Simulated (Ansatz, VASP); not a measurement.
# NaCuH3 in VASP and in Ansatz

```xyz
5
Lattice="3.5040 0.0000 0.0000 0.0000 3.5040 0.0000 0.0000 0.0000 3.5040" Properties=species:S:1:pos:R:3 pbc="T T T"
Na    1.7520    1.7520    1.7520
Cu    0.0000    0.0000    0.0000
H     1.7520    0.0000    0.0000
H     0.0000    1.7520    0.0000
H     0.0000    0.0000    1.7520
```

Alike in both runs: task single point; functional r2SCAN; k mesh 10 × 10 × 10; occupations gaussian, width 0.1 eV; no spin polarisation.

|  | VASP | Ansatz |
| --- | --- | --- |
| version | VASP 6.6.1 | Ansatz 0.2.0 |
| potentials or method | VASP PAW PBE potentials, release 64 (Na_pv, Cu, H), cutoff 520 eV | scalar-relativistic, plane waves, PAW |
| valence electrons in the cell | 21 | 31 |

Ansatz gave:

- gap on the k mesh at the Fermi level (eV): none
- pressure (GPa): -2.5

Q: What did VASP give for the same quantities?

A: gap on the k mesh at the Fermi level (eV): none; pressure (GPa): -2.7.

VASP's potentials were made for PBE, not for r2SCAN. A gap of «none» marks a metal or a gap that the smearing closes. The functional is the same, so the differences come from potentials, cutoffs and numerics. VASP's potentials hold 21 valence electrons a cell and Ansatz's 31, so a difference there can come from the potentials and not from the codes.
